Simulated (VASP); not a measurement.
# Al (I4/mmm) in VASP: further runs

Al is run at these levels: PBEsol; tasks: single point.

All numbers are computed with VASP 6.6.1; they aren't measurements. Logs are shortened: lines on timing, memory, paths and dates and some standing lists are left out, and cuts for length are marked.

**1. The cell of the first run**

Symmetry: I4/mmm, No. 139, tetragonal system. Conventional cell: a = 2.905 Å, b = 2.905 Å, c = 3.927 Å, α = 90.00°, β = 90.00°, γ = 90.00°. Al (site symmetry 4/mmm) has 12 Al at 2.84 to 2.91 Å within 3.7 Å.

**2. Single point, PBEsol (strain +0.015 along x and y, -0.030 along z)**

INCAR reads:

```
PREC = Accurate ; ENCUT = 520
EDIFF = 1E-6 ; ISMEAR = 0
SIGMA = 0.15 ; LREAL = False
LASPH = True ; NELM = 80
ALGO = Normal ; ISIF = 2
LWAVE = False ; LCHARG = False
GGA = PS ; NBANDS = 8
```

KPOINTS reads:

```
Automatic mesh
0
Gamma
  20 20 20
```

POSCAR reads:

```
Al
1.0
    0.0000000000      2.0543397000      1.9632606000
    2.0543397000      0.0000000000      1.9632606000
    2.0543397000      2.0543397000      0.0000000000
Al
1
Direct
    0.0000000000      0.0000000000      0.0000000000
```

Potentials or basis: VASP PAW PBE potentials, release 64 (Al).

Command:

```sh
$ cat potpaw_PBE.64/Al/POTCAR > POTCAR
$ mpirun -np 1 vasp_std > vasp.out
```

OUTCAR:

```text
PREC = Accurate
   ENCUT = 520
   EDIFF = 1E-6
   ISMEAR = 0
   LREAL = False
   LASPH = True
   NELM = 80
   ISIF = 2
   GGA = PS

 ion  position               nearest neighbor table
   1  0.000  0.000  0.000-

  LATTYP: Found a body centered tetragonal cell.
 ALAT       =     2.9052750655
 C/A-ratio  =     1.3515144389

  Lattice vectors:

 A1 = (   0.0000000000,  -2.0543397000,  -1.9632606000)
 A2 = (   0.0000000000,   2.0543397000,  -1.9632606000)
 A3 = (   2.0543397000,   0.0000000000,   1.9632606000)

Analysis of symmetry for initial positions (statically):
=====================================================================
 Subroutine PRICEL returns:
 Original cell was already a primitive cell.

 Routine SETGRP: Setting up the symmetry group for a
 body centered tetragonal supercell.

 Subroutine GETGRP returns: Found 16 space group operations
 (whereof 16 operations were pure point group operations)
 out of a pool of 16 trial point group operations.

The static configuration has the point symmetry D_4h.

Analysis of symmetry for dynamics (positions and initial velocities):
=====================================================================
 Subroutine PRICEL returns:
 Original cell was already a primitive cell.

 Routine SETGRP: Setting up the symmetry group for a
 body centered tetragonal supercell.

 Subroutine GETGRP returns: Found 16 space group operations
 (whereof 16 operations were pure point group operations)
 out of a pool of 16 trial point group operations.

The dynamic configuration has the point symmetry D_4h.

 Subroutine INISYM returns: Found 16 space group operations
 (whereof 16 operations are pure point group operations),
 and found     1 'primitive' translations

----------------------------------------------------------------------------------------

                                     Primitive cell

  volume of cell :      16.5711

  direct lattice vectors                    reciprocal lattice vectors
     0.000000000  2.054339700  1.963260600    -0.243387206  0.243387206  0.254678365
     2.054339700  0.000000000  1.963260600     0.243387206 -0.243387206  0.254678365
     2.054339700  2.054339700  0.000000000     0.243387206  0.243387206 -0.254678365

  length of vectors
     2.841602327  2.841602327  2.905275065     0.428177223  0.428177223  0.428177223

  position of ions in fractional coordinates (direct lattice)
     0.000000000  0.000000000  0.000000000

  ion indices of the primitive-cell ions
   primitive index   ion index
                 1           1

----------------------------------------------------------------------------------------

 KPOINTS: Automatic mesh

Automatic generation of k-mesh.
 Grid dimensions read from file:
 generate k-points for:   20   20   20

 Generating k-lattice:

  Cartesian coordinates                     Fractional coordinates (reciprocal lattice)
    -0.012169360  0.012169360  0.012733918     0.050000000 -0.000000000  0.000000000
     0.012169360 -0.012169360  0.012733918    -0.000000000  0.050000000  0.000000000
     0.012169360  0.012169360 -0.012733918     0.000000000  0.000000000  0.050000000

  Length of vectors
     0.021408861  0.021408861  0.021408861

  Shift w.r.t. Gamma in fractional coordinates (k-lattice)
     0.000000000  0.000000000  0.000000000

 Subroutine IBZKPT returns following result:
 ===========================================

 Found    641 irreducible k-points:

 Following reciprocal coordinates:
            Coordinates               Weight
  0.000000  0.000000  0.000000      1.000000
  0.050000  0.000000  0.000000      8.000000
  0.100000 -0.000000  0.000000      8.000000
  0.150000 -0.000000  0.000000      8.000000
  0.200000 -0.000000  0.000000      8.000000
  0.250000  0.000000  0.000000      8.000000
[... 16 lines left out ...]
 -0.400000  0.050000  0.000000      8.000000
 -0.350000  0.050000  0.000000      8.000000
 [... further k-points ...]
   k-points           NKPTS =    641   k-points in BZ     NKDIM =    641   number of bands    NBANDS=      8
   number of dos      NEDOS =    301   number of ions     NIONS =      1
   total plane-waves  NPLWV =  13824
   dimension x,y,z NGX =    24 NGY =   24 NGZ =   24
   dimension x,y,z NGXF=    48 NGYF=   48 NGZF=   48
   ions per type =               1
   NGX,Y,Z   is equivalent  to a cutoff of  14.04, 14.04, 13.73 a.u.
   NGXF,Y,Z  is equivalent  to a cutoff of  28.08, 28.08, 27.47 a.u.
 SYSTEM =  unknown system
   PREC   = accura    normal or accurate (medium, high low for compatibility)
   ISTART =      0    job   : 0-new  1-cont  2-samecut
   ICHARG =      2    charge: 1-file 2-atom 10-const
   ISPIN  =      1    spin polarized calculation?
   LNONCOLLINEAR =      F non collinear calculations
   LSORBIT =      F    spin-orbit coupling
   LASPH  =      T    aspherical Exc in radial PAW
   ENCUT  =  520.0 eV  38.22 Ry    6.18 a.u.   5.28  5.28  5.40*2*pi/ulx,y,z
   NELM   =     80;   NELMIN=  2; NELMDL= -5     # of ELM steps
   EDIFF  = 0.1E-05   stopping-criterion for ELM
   LREAL  =      F    real-space projection
   EDIFFG = 0.1E-04   stopping-criterion for IOM
   NSW    =      0    number of steps for IOM
   IBRION =     -1    ionic relax: 0-MD 1-quasi-New 2-CG
   NFREE  =      0    steps in history (QN), initial steepest desc. (CG)
   ISIF   =      2    stress and relaxation
   ISYM   =      2    0-nonsym 1-usesym 2-fastsym
   POTIM  = 0.5000    time-step for ionic-motion
   TEBEG  =    0.0;   TEEND  =   0.0 temperature during run
   PSTRESS=    0.0 pullay stress
   NELECT =       3.0000    total number of electrons
   NUPDOWN=      -1.0000    fix difference up-down
   EMIN   =  10.00;   EMAX   =-10.00  energy-range for DOS
   EFERMI =   0.00;   METHOD = LEGACY
   ISMEAR =     0;   SIGMA  =   0.15  broadening in eV -4-tet -1-fermi 0-gaus
   EFERMI_NEDOS =   21; number of points for ismear=-14 and -15
   IALGO  =     38    algorithm
   IMIX   =      4    mixing-type and parameters
     AMIX     =   0.40;   BMIX     =  1.00
     AMIX_MAG =   1.60;   BMIX_MAG =  1.00
  volume/ion in A,a.u.               =      16.57       111.83
  Fermi-wavevector in a.u.,A,eV,Ry     =   0.926114  1.750102 11.669541  0.857687
  Thomas-Fermi vector in A             =   2.052041
   LORBIT       =      0    0 simple, 1 ext, 2 COOP (PROOUT), +10 PAW based schemes
   GGA     = PS    functional components
   LHFCALC =     F    Hartree Fock is set to
   AEXX    =    0.0000 exact exchange contribution
   IVDW    =     0    specifies the selected vdW correction
   LEPSILON=     F    determine dielectric tensor
   LRPA    =     F    only Hartree local field effects (RPA)
 non-spin polarized calculation
 Gauss-broadening in eV      SIGMA  =   0.15
  energy-cutoff  :      520.00
  volume of cell :       16.57
 maximum number of plane-waves:       463
 NGX is ok and might be reduce to    24
   NGX = 11   NGY = 11   NGZ = 11

 number of electron       3.0000000 magnetization

 Free energy of the ion-electron system (eV)
  ---------------------------------------------------
  ext. energy  EPLUGINS =         0.00000000
  ---------------------------------------------------
  free energy    TOTEN  =        -4.08971242 eV

  energy without entropy =       -4.08572324  energy(sigma->0) =       -4.08771783

 E-fermi :   7.9146     XC(G=0): -10.2413

 val. band max:        7.8953876878   @ k =  -0.2500   0.2500   0.5000
 cond. band min:       7.9209283869   @ k =   0.4000   0.1000   0.0500
 fundamental gap:      0.0255406992
 Fermi energy:         7.9145886453

 k-point     1 :       0.0000    0.0000    0.0000
  band No.  band energies     occupation
      1      -3.1950      2.00000
      2      20.3435      0.00000
      3      20.3435      0.00000
      4      20.8210      0.00000
      5      21.8527      0.00000
      6      21.9977      0.00000
      7      21.9977      0.00000
      8      24.3895      0.00000

 k-point     2 :       0.0500    0.0000    0.0000
  band No.  band energies     occupation
      1      -3.1272      2.00000
      2      19.1686      0.00000
      3      20.0729      0.00000
      4      20.4181      0.00000
      5      22.2457      0.00000
      6      22.3668      0.00000
      7      22.5253      0.00000
      8      25.1043      0.00000

 k-point     3 :       0.1000   -0.0000    0.0000
  band No.  band energies     occupation
      1      -2.9239      2.00000
      2      17.2103      0.00000
      3      19.5852      0.00000
      4      19.9579      0.00000
      5      22.6255      0.00000
      6      23.0280      0.00000
      7      23.1060      0.00000
      8      25.1749      0.00000

 k-point     4 :       0.1500   -0.0000    0.0000
  band No.  band energies     occupation
      1      -2.5857      2.00000
      2      15.1980      0.00000
      3      19.1236      0.00000
      4      19.5600      0.00000
      5      22.5207      0.00000
      6      23.4711      0.00000
      7      23.8318      0.00000
      8      24.8190      0.00000

 k-point     5 :       0.2000   -0.0000    0.0000
  band No.  band energies     occupation
      1      -2.1137      2.00000
      2      13.2315      0.00000
      3      18.7472      0.00000
      4      19.2563      0.00000
      5      22.3712      0.00000
      6      22.7550      0.00000
      7      23.8753      0.00000
      8      25.4567      0.00000
[... 177 lines left out ...]
 k-point    22 :      -0.4500    0.0500    0.0000
  band No.  band energies     occupation
      1       2.6029      2.00000
      2       4.4500      2.00000
      3      18.0199      0.00000
      4      18.3426      0.00000
      5      19.6868      0.00000
      6      19.7635      0.00000
      7      23.0347      0.00000
      8      24.9795      0.00000

 k-point    23 :      -0.4000    0.0500    0.0000
  band No.  band energies     occupation
      1       1.4550      2.00000
      2       5.8846      2.00000
      3      18.0163      0.00000
      4      18.4975      0.00000
      5      19.4860      0.00000
      6      20.2760      0.00000
      7      22.7575      0.00000
      8      25.6141      0.00000

 k-point    24 :      -0.3500    0.0500    0.0000
  band No.  band energies     occupation
      1       0.4282      2.00000
      2       7.4347      1.99999
      3      17.8042      0.00000
      4      19.0646      0.00000
      5      19.4222      0.00000
      6      20.8987      0.00000
      7      22.5979      0.00000
      8      26.3386      0.00000

 [... further k-points ...]

------------------------ aborting loop because EDIFF is reached ----------------------------------------

  FORCE on cell =-STRESS in cart. coord.  units (eV):
  Direction    XX          YY          ZZ          XY          YZ          ZX
  --------------------------------------------------------------------------------------
  -------------------------------------------------------------------------------------
  Total       -0.2480306     -0.2480306     -0.0263756      0.0000000     -0.0000000      0.0000000
  in kB      -23.9807826    -23.9807826     -2.5501191      0.0000000     -0.0000000      0.0000000
  external PRESSURE =     -16.8372281 kB  Pullay stress =       0.0000000 kB

 VOLUME and BASIS-vectors are now :
 -----------------------------------------------------------------------------
  energy-cutoff  :      520.00
  volume of cell :       16.57
      direct lattice vectors                 reciprocal lattice vectors
     0.000000000  2.054339700  1.963260600    -0.243387206  0.243387206  0.254678365
     2.054339700  0.000000000  1.963260600     0.243387206 -0.243387206  0.254678365
     2.054339700  2.054339700  0.000000000     0.243387206  0.243387206 -0.254678365

 POSITION                                       TOTAL-FORCE (eV/Angst)
 -----------------------------------------------------------------------------------
      0.00000      0.00000      0.00000         0.000000      0.000000      0.000000
 -----------------------------------------------------------------------------------
    total drift:                               -0.000000      0.000000      0.000000

  FREE ENERGIE OF THE ION-ELECTRON SYSTEM (eV)
  ---------------------------------------------------
  free  energy   TOTEN  =        -4.0897124205 eV

  energy  without entropy=       -4.0857232375  energy(sigma->0) =       -4.08771783
```

It took 38 s on 1 thread of Intel Xeon Platinum 8259CL at 2.50GHz (Skylake/Cascade Lake), shared host; peak memory 0.18 GiB.

What came out:

```yaml
Free_energy: -4.0897 eV
Pressure: -1.7 GPa
```

Caveat: the cell differs from its parent crystal (strain +0.015 along x and y, -0.030 along z); the PAW data sets were made with another functional, which shifts forces and pressure a little.

(Part 1 of 2 ends here.)
